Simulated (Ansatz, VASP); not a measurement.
# Ga3Se in VASP and in Ansatz

File INCAR:

```
PREC = Accurate
ENCUT = 600
EDIFF = 1E-7
ISMEAR = -1
SIGMA = 0.05
LREAL = False
LASPH = True
NELM = 60
ALGO = Normal
ISIF = 3
LWAVE = False
LCHARG = False
GGA = PS
IBRION = 2
NSW = 80
EDIFFG = -0.02
```

The input KPOINTS:

```
Automatic mesh
0
Gamma
  6 6 6
```

POSCAR

```
Ga3Se
1.0
    4.4324650000      0.0000000000      0.0000000000
    0.0000000000      4.4324650000      0.0000000000
    0.0000000000      0.0000000000      4.4324650000
Se Ga
1 3
Direct
    0.0000000000      0.0000000000      0.0000000000
    0.5000000000      0.5000000000      0.0000000000
    0.5000000000      0.0000000000      0.5000000000
    0.0000000000      0.5000000000      0.5000000000
```

The input input.yaml:

```yaml
crystal:
  lattice:
    - [4.432465, 0.0, 0.0]
    - [0.0, 4.432465, 0.0]
    - [0.0, 0.0, 4.432465]
  atoms:
    - { symbol: Se, position: [0.0, 0.0, 0.0] }
    - { symbol: Ga, position: [0.5, 0.5, 0.0] }
    - { symbol: Ga, position: [0.5, 0.0, 0.5] }
    - { symbol: Ga, position: [0.0, 0.5, 0.5] }
kpoints:
  mp_grid: { grid: [6, 6, 6] }
scf:
  occupations: { method: fermi_dirac, width: 0.05 }
hamiltonian:
  xc: pbesol
  pseudopotentials: { kind: all_electron, lapw: { basis_error: 0.002 } }
output:
  forces: true
  stress: true
relax:
  f_tol: 0.02
  max_steps: 60
  cell: {}
```

Alike in both runs: task relaxation of cell and atoms; functional PBEsol; k mesh 6 × 6 × 6; occupations fermi-dirac, width 0.05 eV; no spin polarisation.

|  | VASP | Ansatz |
| --- | --- | --- |
| version | VASP 6.6.1 | Ansatz 0.2.0 |
| potentials or method | VASP PAW PBE potentials, release 64 (Se, Ga_d), cutoff 600 eV | all-electron LAPW, scalar-relativistic |

Ansatz gave:

```
relaxed volume (Å³/atom)                                     : 19.96
relaxed cell length with the largest relative difference (Å) : 4.306
```

Question: What did VASP give for the same quantities?

Answer: Relaxed volume (Å³/atom): 19.95; relaxed cell length with the largest relative difference (Å): 4.305.

VASP's potentials were made for PBE, not for PBEsol. Ansatz ran all-electron here, and VASP with PAW potentials.
